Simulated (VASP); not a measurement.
Here is a VASP 6.6.1 calculation.

The input INCAR:

```
PREC = Accurate ; ENCUT = 500
EDIFF = 1E-6 ; ISMEAR = -1
SIGMA = 0.15 ; LREAL = False
LASPH = True ; NELM = 120
ALGO = Normal ; ISIF = 2
LWAVE = False ; LCHARG = True
GGA = PE ; LELF = True
LVHAR = True ; NBANDS = 21
GGA_COMPAT = False
```

File KPOINTS:

```
regular mesh
0
Gamma
  18 18 10
```

The input POSCAR:

```
Ru
1.0
    2.7222233242      0.0000000000      0.0000000000
   -1.3611116621      2.3575145536      0.0000000000
    0.0000000000      0.0000000000      4.2973135771
Ru
2
Direct
    0.3333333333      0.6666666667      0.2500000000
    0.6666666667      0.3333333333      0.7500000000
```

Potentials or basis: VASP PAW PBE potentials, release 64 (Ru_pv).

Launch:

```bash
$ cat potpaw_PBE.64/Ru_pv/POTCAR > POTCAR
$ mpirun -np 1 vasp_std > vasp.out
```

Q: What does it give for the band gap on the k mesh?

A: Zero (bands 14 and 15 overlap by 3.06 eV).

Q: Estimate the pressure.

A: -0.1 GPa.
